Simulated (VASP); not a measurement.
Here is a VASP 6.6.1 calculation.

Contents of INCAR:

```
ALGO     = Normal         # electronic algorithm
EDIFF    = 1E-6           # SCF threshold, eV
ENCUT    = 500            # plane-wave cutoff, eV
GGA      = PS             # functional
GGA_COMPAT= False        
ISIF     = 2              # what is computed and relaxed
ISMEAR   = 0              # smearing method
LASPH    = True           # aspherical terms in the spheres
LCHARG   = False          # write CHGCAR
LREAL    = False          # projectors in reciprocal space
LWAVE    = False          # write WAVECAR
NBANDS   = 17             # bands
NELM     = 120            # most SCF steps
PREC     = Accurate       # precision mode
SIGMA    = 0.02           # smearing width, eV
```

Contents of KPOINTS:

```
k-points
0
Gamma
  10 10 10
```

File POSCAR:

```
PbS
1.0
    0.0000000000      2.9516717168      2.9516717168
    2.9516717168      0.0000000000      2.9516717168
    2.9516717168      2.9516717168      0.0000000000
Pb S
1 1
Direct
    0.5000000000      0.5000000000      0.5000000000
    0.0000000000      0.0000000000      0.0000000000
```

Potentials or basis: VASP PAW PBE potentials, release 64 (Pb_d, S).

Run with:

```console
$ cat potpaw_PBE.64/Pb_d/POTCAR potpaw_PBE.64/S/POTCAR > POTCAR
$ mpirun -np 1 vasp_std > vasp.out
```

(1) Predict the pressure.

(2) Predict the band gap on the k mesh.

Answers

(1) -0.1 GPa.

(2) 0.20 eV, direct.

Caveat: the PAW data sets were made with another functional, which shifts forces and pressure a little; spin-orbit coupling is left out, which moves the levels of the heavy elements.
